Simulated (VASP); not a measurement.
# CoH (Fm-3m) in VASP: further runs

Runs on CoH. Level: PBEsol. Tasks: relaxation of cell and atoms.

Program: VASP 6.6.1. These are calculated values, not measurements. Logs are shortened: lines on timing, memory, paths and dates and some standing lists are left out, and cuts for length are marked.

### 1 The cell of the first run

The structure is cubic, space group Fm-3m (No. 225). Conventional cell: a = 3.686 Å, b = 3.686 Å, c = 3.686 Å, α = 90.00°, β = 90.00°, γ = 90.00°. Co (site symmetry m-3m) has 6 H at 1.84 Å within 2.4 Å. Within 2.4 Å of H (site symmetry m-3m) lie 6 Co at 1.84 Å.

### 2 Relaxation of cell and atoms, PBEsol, collinear spin, ferromagnetic start, target pressure 20 GPa, at which the enthalpy is minimised

INCAR reads:

```
SYSTEM = CoH
PREC     = Accurate       ! precision mode
ENCUT    = 600            ! plane-wave cutoff, eV
EDIFF    = 1E-6           ! SCF threshold, eV
ISMEAR   = -1             ! smearing method
SIGMA    = 0.1            ! smearing width, eV
LREAL    = .False.        ! projectors in reciprocal space
LASPH    = .True.         ! aspherical terms in the spheres
NELM     = 150            ! most SCF steps
ALGO     = Normal         ! electronic algorithm
ISIF     = 3              ! what is computed and relaxed
LWAVE    = .False.        ! write WAVECAR
LCHARG   = .False.        ! write CHGCAR
ISPIN    = 2              ! spin polarisation
MAGMOM   = 3.2 0          ! initial moments
LORBIT   = 11             ! projections on sites
LMAXMIX  = 4              ! l up to which the mixer works
GGA      = PS             ! functional
IBRION   = 2              ! ionic algorithm
NSW      = 50             ! ionic steps
EDIFFG   = -0.01          ! ionic threshold
PSTRESS  = 200.0
```

KPOINTS reads:

```
Automatic mesh
0
Gamma
  15 15 15
  0 0 0
```

POSCAR reads:

```
CoH
1.0
    0.0000000000      1.8429620000      1.8429620000
    1.8429620000      0.0000000000      1.8429620000
    1.8429620000      1.8429620000      0.0000000000
Co H
1 1
Direct
    0.0000000000      0.0000000000      0.0000000000
    0.5000000000      0.5000000000      0.5000000000
```

Potentials or basis: VASP PAW PBE potentials, release 64 (Co, H).

Run with:

```console
> cat potpaw_PBE.64/Co/POTCAR potpaw_PBE.64/H/POTCAR > POTCAR
> mpirun -np 1 vasp_std > vasp.out
```

OUTCAR:

```text
SYSTEM = CoH
   PREC = Accurate
   ENCUT = 600
   EDIFF = 1E-6
   ISMEAR = -1
   LREAL = .False.
   LASPH = .True.
   NELM = 150
   ISIF = 3
   ISPIN = 2
   LORBIT = 11
   GGA = PS
   IBRION = 2
   NSW = 50
   EDIFFG = -0.01
   PSTRESS = 200.0

 ion  position               nearest neighbor table
   1  0.000  0.000  0.000-   2 1.84   2 1.84   2 1.84   2 1.84   2 1.84   2 1.84
   2  0.500  0.500  0.500-   1 1.84   1 1.84   1 1.84   1 1.84   1 1.84   1 1.84

  LATTYP: Found a face centered cubic cell.
 ALAT       =     3.6859240000

  Lattice vectors:

 A1 = (   0.0000000000,   1.8429620000,   1.8429620000)
 A2 = (   1.8429620000,   0.0000000000,   1.8429620000)
 A3 = (   1.8429620000,   1.8429620000,   0.0000000000)

Analysis of symmetry for initial positions (statically):
=====================================================================
 Subroutine PRICEL returns:
 Original cell was already a primitive cell.

 Routine SETGRP: Setting up the symmetry group for a
 face centered cubic supercell.

 Subroutine GETGRP returns: Found 48 space group operations
 (whereof 48 operations were pure point group operations)
 out of a pool of 48 trial point group operations.

The static configuration has the point symmetry O_h .

Analysis of symmetry for dynamics (positions and initial velocities):
=====================================================================
 Subroutine PRICEL returns:
 Original cell was already a primitive cell.

 Routine SETGRP: Setting up the symmetry group for a
 face centered cubic supercell.

 Subroutine GETGRP returns: Found 48 space group operations
 (whereof 48 operations were pure point group operations)
 out of a pool of 48 trial point group operations.

The dynamic configuration has the point symmetry O_h .

Analysis of structural, dynamic, and magnetic symmetry:
=====================================================================
 Subroutine PRICEL returns:
 Original cell was already a primitive cell.

 Routine SETGRP: Setting up the symmetry group for a
 face centered cubic supercell.

 Subroutine GETGRP returns: Found 48 space group operations
 (whereof 48 operations were pure point group operations)
 out of a pool of 48 trial point group operations.

The overall configuration has the point symmetry O_h .

 Subroutine INISYM returns: Found 48 space group operations
 (whereof 48 operations are pure point group operations),
 and found     1 'primitive' translations

----------------------------------------------------------------------------------------

                                     Primitive cell

  volume of cell :      12.5193

  direct lattice vectors                    reciprocal lattice vectors
     0.000000000  1.842962000  1.842962000    -0.271302393  0.271302393  0.271302393
     1.842962000  0.000000000  1.842962000     0.271302393 -0.271302393  0.271302393
     1.842962000  1.842962000  0.000000000     0.271302393  0.271302393 -0.271302393

  length of vectors
     2.606341855  2.606341855  2.606341855     0.469909528  0.469909528  0.469909528

  position of ions in fractional coordinates (direct lattice)
     0.000000000  0.000000000  0.000000000
     0.500000000  0.500000000  0.500000000

  ion indices of the primitive-cell ions
   primitive index   ion index
                 1           1
                 2           2

----------------------------------------------------------------------------------------

 KPOINTS: Automatic mesh

Automatic generation of k-mesh.
 Grid dimensions read from file:
 generate k-points for:   15   15   15

 Generating k-lattice:

  Cartesian coordinates                     Fractional coordinates (reciprocal lattice)
    -0.018086826  0.018086826  0.018086826     0.066666667  0.000000000  0.000000000
     0.018086826 -0.018086826  0.018086826     0.000000000  0.066666667  0.000000000
     0.018086826  0.018086826 -0.018086826     0.000000000  0.000000000  0.066666667

  Length of vectors
     0.031327302  0.031327302  0.031327302

  Shift w.r.t. Gamma in fractional coordinates (k-lattice)
     0.000000000  0.000000000  0.000000000

 Subroutine IBZKPT returns following result:
 ===========================================

 Found    120 irreducible k-points:

 Following reciprocal coordinates:
            Coordinates               Weight
  0.000000  0.000000  0.000000      1.000000
  0.066667  0.000000  0.000000      8.000000
  0.133333  0.000000  0.000000      8.000000
  0.200000  0.000000  0.000000      8.000000
  0.266667  0.000000  0.000000      8.000000
  0.333333  0.000000  0.000000      8.000000
[... 16 lines left out ...]
  0.133333  0.133333  0.000000      6.000000
  0.200000  0.133333  0.000000     24.000000
 [... further k-points ...]
   k-points           NKPTS =    120   k-points in BZ     NKDIM =    120   number of bands    NBANDS=     11
   number of dos      NEDOS =    301   number of ions     NIONS =      2
   total plane-waves  NPLWV =  13824
   dimension x,y,z NGX =    24 NGY =   24 NGZ =   24
   dimension x,y,z NGXF=    48 NGYF=   48 NGZF=   48
   ions per type =               1   1
   NGX,Y,Z   is equivalent  to a cutoff of  15.31, 15.31, 15.31 a.u.
   NGXF,Y,Z  is equivalent  to a cutoff of  30.62, 30.62, 30.62 a.u.
 SYSTEM =  CoH
   PREC   = accura    normal or accurate (medium, high low for compatibility)
   ISTART =      0    job   : 0-new  1-cont  2-samecut
   ICHARG =      2    charge: 1-file 2-atom 10-const
   ISPIN  =      2    spin polarized calculation?
   LNONCOLLINEAR =      F non collinear calculations
   LSORBIT =      F    spin-orbit coupling
   LASPH  =      T    aspherical Exc in radial PAW
   ENCUT  =  600.0 eV  44.10 Ry    6.64 a.u.   5.21  5.21  5.21*2*pi/ulx,y,z
   NELM   =    150;   NELMIN=  2; NELMDL= -5     # of ELM steps
   EDIFF  = 0.1E-05   stopping-criterion for ELM
   LREAL  =      F    real-space projection
   EDIFFG = -.1E-01   stopping-criterion for IOM
   NSW    =     50    number of steps for IOM
   IBRION =      2    ionic relax: 0-MD 1-quasi-New 2-CG
   NFREE  =      1    steps in history (QN), initial steepest desc. (CG)
   ISIF   =      3    stress and relaxation
   ISYM   =      2    0-nonsym 1-usesym 2-fastsym
   POTIM  = 0.5000    time-step for ionic-motion
   TEBEG  =    0.0;   TEEND  =   0.0 temperature during run
   PSTRESS=  200.0 pullay stress
   NELECT =      10.0000    total number of electrons
   NUPDOWN=      -1.0000    fix difference up-down
   EMIN   =  10.00;   EMAX   =-10.00  energy-range for DOS
   EFERMI =   0.00;   METHOD = LEGACY
   ISMEAR =    -1;   SIGMA  =   0.10  broadening in eV -4-tet -1-fermi 0-gaus
   EFERMI_NEDOS =   21; number of points for ismear=-14 and -15
   IALGO  =     38    algorithm
   IMIX   =      4    mixing-type and parameters
     AMIX     =   0.40;   BMIX     =  1.00
     AMIX_MAG =   1.60;   BMIX_MAG =  1.00
  volume/ion in A,a.u.               =       6.26        42.24
  Fermi-wavevector in a.u.,A,eV,Ry     =   1.518967  2.870432 31.392205  2.307262
  Thomas-Fermi vector in A             =   2.628017
   LORBIT       =     11    0 simple, 1 ext, 2 COOP (PROOUT), +10 PAW based schemes
   GGA     = PS    functional components
   LHFCALC =     F    Hartree Fock is set to
   AEXX    =    0.0000 exact exchange contribution
   IVDW    =     0    specifies the selected vdW correction
   LEPSILON=     F    determine dielectric tensor
   LRPA    =     F    only Hartree local field effects (RPA)
 conjugate gradient relaxation of ions
 spin polarized calculation
  energy-cutoff  :      600.00
  volume of cell :       12.52
 maximum number of plane-waves:       432
 NGX is ok and might be reduce to    24
   NGX = 11   NGY = 11   NGZ = 11

--------------------------------------- Ionic step        1  -------------------------------------------

 number of electron      10.0000000 magnetization       1.1503454

 Free energy of the ion-electron system (eV)
  ---------------------------------------------------
  ext. energy  EPLUGINS =         0.00000000
  ---------------------------------------------------
  free energy    TOTEN  =       -11.17257499 eV

  energy without entropy =      -11.12874809  energy(sigma->0) =      -11.15066154

------------------------ aborting loop because EDIFF is reached ----------------------------------------

  FORCE on cell =-STRESS in cart. coord.  units (eV):
  Direction    XX          YY          ZZ          XY          YZ          ZX
  --------------------------------------------------------------------------------------
  -------------------------------------------------------------------------------------
  Total       -0.5155628     -0.5155628     -0.5155628      0.0000000      0.0000000     -0.0000000
  in kB      -65.9801027    -65.9801027    -65.9801027      0.0000000      0.0000000     -0.0000000
  external PRESSURE =    -265.9801027 kB  Pullay stress =     200.0000000 kB
[... 61 lines left out ...]
  enthalpy is  TOTEN    =        -9.6860354447 eV   P V=        1.3393303458

--------------------------------------- Ionic step        3  -------------------------------------------

 number of electron      10.0000002 magnetization       1.0306753

 Free energy of the ion-electron system (eV)
  ---------------------------------------------------
  ext. energy  EPLUGINS =         0.00000000
  ---------------------------------------------------
  free energy    TOTEN  =       -11.13173450 eV

  energy without entropy =      -11.09091939  energy(sigma->0) =      -11.11132694

 E-fermi :  11.6272     XC(G=0): -14.1459

 val. band max:       11.6156667809   @ k =   0.4667   0.4000   0.0667
 cond. band min:      11.6295274536   @ k =  -0.4667   0.2000   0.0667
 fundamental gap:      0.0138606727
 Fermi energy:        11.6272080886

 spin component 1

 k-point     1 :       0.0000    0.0000    0.0000
  band No.  band energies     occupation
      1      -1.7884      1.00000
      2       8.8138      1.00000
      3       8.8138      1.00000
      4       8.8138      1.00000
      5      10.0479      1.00000
      6      10.0479      1.00000
      7      27.8778      0.00000
      8      32.8920      0.00000
      9      33.9474      0.00000
     10      33.9474      0.00000
     11      33.9474      0.00000
[... 309 lines left out ...]
 k-point    24 :       0.2000    0.1333    0.0000
  band No.  band energies     occupation
      1      -0.4208      1.00000
      2       8.2461      1.00000
      3       9.1260      1.00000
      4       9.2215      1.00000
      5       9.5472      1.00000
      6      10.2512      1.00000
      7      23.6688      0.00000
      8      29.4536      0.00000
      9      30.4507      0.00000
     10      32.7047      0.00000
     11      39.1003      0.00000

 [... further k-points ...]

 spin component 2

 k-point     1 :       0.0000    0.0000    0.0000
  band No.  band energies     occupation
      1      -1.7728      1.00000
      2       9.9160      1.00000
      3       9.9160      1.00000
      4       9.9160      1.00000
      5      11.0302      0.99745
      6      11.0302      0.99745
      7      27.8672      0.00000
      8      32.7787      0.00000
      9      33.9775      0.00000
     10      33.9775      0.00000
     11      33.9775      0.00000
[... 351 lines left out ...]
  FREE ENERGIE OF THE ION-ELECTRON SYSTEM (eV)
  ---------------------------------------------------
  free  energy   TOTEN  =       -11.1317344989 eV

  energy  without entropy=      -11.0909193875  energy(sigma->0) =      -11.11132694

  enthalpy is  TOTEN    =        -9.7194293638 eV   P V=        1.4123051351

 reached required accuracy - stopping structural energy minimisation

 total charge

# of ion       s       p       d       tot
------------------------------------------
    1        0.445   0.642   7.526   8.613
    2        0.524   0.052   0.000   0.575
--------------------------------------------------
tot          0.968   0.693   7.526   9.188

 magnetization (x)

# of ion       s       p       d       tot
------------------------------------------
    1       -0.007  -0.019   1.075   1.048
    2       -0.007  -0.003   0.000  -0.010
--------------------------------------------------
tot         -0.014  -0.022   1.075   1.039
```

It took 65 s on 1 thread of AMD EPYC 9R45 (Zen 5), shared host; peak memory 0.16 GiB.

What came out:

```
Free energy                                            : -11.1317 eV
Relaxed volume                                         : 5.66 Å³/atom
Relaxed cell                                           : a = 2.520 Å, b = 2.520 Å, c = 2.520 Å, α = 60.00°, β = 60.00°, γ = 60.00°
Space group after relaxing (to 0.05 Å)                 : Fm-3m (No. 225)
Energy change on relaxing (the enthalpy is what falls) : +20.4 meV/atom
Ionic steps                                            : 3
Pressure after relaxing                                : 19.9 GPa
Net moment                                             : 1.03 μB per cell
Site moments                                           : Co +1.05; H -0.01 μB
Valence electrons inside the program's atomic spheres  : Co 8.61; H 0.57
```

Step by step:
```csv
step,energy change (eV),largest force (eV/Å),pressure (GPa),volume (Å³)
1,0.0000,0.0000,-6.60,12.52
2,0.1472,0.0000,39.13,10.73
3,0.0408,0.0000,19.92,11.31
```

Final structure:
```cif
data_structure
_symmetry_space_group_name_H-M 'P 1'
_symmetry_Int_Tables_number 1
_cell_length_a 2.5199
_cell_length_b 2.5199
_cell_length_c 2.5199
_cell_angle_alpha 60.000
_cell_angle_beta 60.000
_cell_angle_gamma 60.000
_cell_volume 11.31
loop_
_atom_site_label
_atom_site_type_symbol
_atom_site_fract_x
_atom_site_fract_y
_atom_site_fract_z
_atom_site_occupancy
Co1 Co 0.00000 0.00000 0.00000 1
H1 H 0.50000 0.50000 0.50000 1
```

Caveat: the cell is relaxed towards a set pressure, so the enthalpy falls and the energy may rise; the PAW data sets were made with another functional, which shifts forces and pressure a little.

### 3 Relaxation of cell and atoms, PBEsol, collinear spin, ferromagnetic start, target pressure 30 GPa, at which the enthalpy is minimised

INCAR: that of step 2 with these lines changed.

```diff
@@ -3,3 +3,3 @@
 ENCUT    = 600            ! plane-wave cutoff, eV
-EDIFF    = 1E-6           ! SCF threshold, eV
+EDIFF    = 1E-7           ! SCF threshold, eV
 ISMEAR   = -1             ! smearing method
@@ -21,2 +21,2 @@
 EDIFFG   = -0.01          ! ionic threshold
-PSTRESS  = 200.0
+PSTRESS  = 300.0
```

KPOINTS is that of step 2.

POSCAR is that of step 2.

Potentials or basis: VASP PAW PBE potentials, release 64 (Co, H).

Run with:

```console
> cat potpaw_PBE.64/Co/POTCAR potpaw_PBE.64/H/POTCAR > POTCAR
> mpirun -np 1 vasp_std > vasp.out
```

Run time: 1.9 min. Hardware: 1 thread of AMD EPYC 9R45 (Zen 5), shared host; peak memory 0.16 GiB.

The run converged. Its results:

```
Free energy                                            : -11.0814 eV
Relaxed volume                                         : 5.49 Å³/atom
Relaxed cell                                           : a = 2.496 Å, b = 2.496 Å, c = 2.496 Å, α = 60.00°, β = 60.00°, γ = 60.00°
Space group after relaxing (to 0.05 Å)                 : Fm-3m (No. 225)
Energy change on relaxing (the enthalpy is what falls) : +45.6 meV/atom
Ionic steps                                            : 6
Pressure after relaxing                                : 30.0 GPa
Net moment                                             : 1.00 μB per cell
Site moments                                           : Co +1.01; H -0.01 μB
Valence electrons inside the program's atomic spheres  : Co 8.69; H 0.59
```

The path:
```
step  energy change (eV)  largest force (eV/Å)  pressure (GPa)  volume (Å³)
   1              0.0000                0.0000           -6.62        12.52
   2              0.3521                0.0000           66.79        10.10
   3              0.0891                0.0000           29.67        11.00
   4              0.0946                0.0000           30.62        10.97
   5              0.0887                0.0000           29.58        11.00
   6              0.0912                0.0000           30.03        10.99
```

Final structure:
```
Co H
1.0
     0.00000    1.76460    1.76460
     1.76460    0.00000    1.76460
     1.76460    1.76460    0.00000
Co H
1 1
Direct
  0.00000 0.00000 0.00000
  0.50000 0.50000 0.50000
```

Levels at points of the mesh, in eV from the Fermi level:
Spin up:
| k point | band 3 | band 4 | band 5 | band 6 | band 7 | band 8 | band 9 | band 10 |
| --- | --- | --- | --- | --- | --- | --- | --- | --- |
| (0.00, 0.00, 0.00) | -2.88 | -2.88 | -1.59 | -1.59 | 16.62 | 21.46 | 22.67 | 22.67 |
Spin down:
| k point | band 1 | band 2 | band 3 | band 4 | band 5 | band 6 | band 7 | band 8 | band 9 |
| --- | --- | --- | --- | --- | --- | --- | --- | --- | --- |
| (0.00, 0.00, 0.00) | -13.67 | -1.81 | -1.81 | -1.81 | -0.64 | -0.64 | 16.61 | 21.35 | 22.70 |

Caveat: the cell is relaxed towards a set pressure, so the enthalpy falls and the energy may rise; the PAW data sets were made with another functional, which shifts forces and pressure a little.

### 4 Relaxation of cell and atoms, PBEsol, collinear spin, ferromagnetic start, target pressure 40 GPa, at which the enthalpy is minimised

INCAR reads:

```
SYSTEM = CoH
PREC = Accurate
ENCUT = 600
EDIFF = 1E-7
ISMEAR = -1
SIGMA = 0.1
LREAL = .False.
LASPH = .True.
NELM = 150
ALGO = Normal
ISIF = 3
LWAVE = .False.
LCHARG = .False.
ISPIN = 2
MAGMOM = 3.2 0
LORBIT = 11
LMAXMIX = 4
GGA = PS
IBRION = 2
NSW = 50
EDIFFG = -0.01
PSTRESS = 400.0
```

KPOINTS reads:

```
regular mesh
0
Gamma
  15 15 15
  0 0 0
```

POSCAR is that of step 3.

Run with:

```console
> cat potpaw_PBE.64/Co/POTCAR potpaw_PBE.64/H/POTCAR > POTCAR
> mpirun -np 1 vasp_std > vasp.out
```

It took 91 s on 1 thread of AMD EPYC 9R45 (Zen 5), shared host; peak memory 0.16 GiB.

Results (log left out):

```yaml
Free_energy: -11.0185 eV
Relaxed_volume: 5.35 Å³/atom
Relaxed_cell: a = 2.474 Å, b = 2.474 Å, c = 2.474 Å, α = 60.00°, β = 60.00°, γ = 60.00°
Space_group_after_relaxing_to_0.05_Å: Fm-3m (No. 225)
Energy_change_on_relaxing_the_enthalpy_is_what_falls: +77.0 meV/atom
Ionic_steps: 4
Pressure_after_relaxing: 40.3 GPa
Net_moment: 0.96 μB per cell
Site_moments: Co +0.97; H -0.01 μB
Valence_electrons_inside_the_program's_atomic_spheres: Co 8.76; H 0.60
```

The path:
```tsv
step	energy change (eV)	largest force (eV/Å)	pressure (GPa)	volume (Å³)
1	0.0000	0.0000	-6.62	12.52
2	0.6661	0.0000	102.39	9.50
3	0.1457	0.0000	39.01	10.74
4	0.1540	0.0000	40.28	10.70
```

Final structure:
```
Co H
1.0
     0.00000    1.74907    1.74907
     1.74907    0.00000    1.74907
     1.74907    1.74907    0.00000
Co H
1 1
Direct
  0.00000 0.00000 0.00000
  0.50000 0.50000 0.50000
```

Levels at points of the mesh, in eV from the Fermi level:
Spin up:
```tsv
k point	band 3	band 4	band 5	band 6	band 7	band 8	band 9	band 10
(0.00, 0.00, 0.00)	-2.94	-2.94	-1.59	-1.59	16.96	21.63	22.99	22.99
```
Spin down:
| k point | band 2 | band 3 | band 4 | band 5 | band 6 | band 7 |
| --- | --- | --- | --- | --- | --- | --- |
| (0.00, 0.00, 0.00) | -1.90 | -1.90 | -1.90 | -0.68 | -0.68 | 16.95 |

Caveat: the cell is relaxed towards a set pressure, so the enthalpy falls and the energy may rise; the PAW data sets were made with another functional, which shifts forces and pressure a little.

### 5 Summary

```csv
cell,gap on the mesh (eV),pressure (GPa),moment (μB)
relaxed to 20 GPa,none,19.9,1.03
relaxed to 30 GPa,none,30.0,1.00
relaxed to 40 GPa,none,40.3,0.96
```

Alike in all rows: task relaxation of cell and atoms; level PBEsol; potentials or basis VASP PAW PBE potentials, release 64 (Co, H); spin collinear, ferromagnetic start; k mesh 15 × 15 × 15; cutoff (eV) 600; smearing fermi-dirac 0.1 eV.

Caveats: the cell is relaxed towards a set pressure, so the enthalpy falls and the energy may rise; the PAW data sets were made with another functional, which shifts forces and pressure a little.

Absolute energies hang on the potentials; compare differences alone.
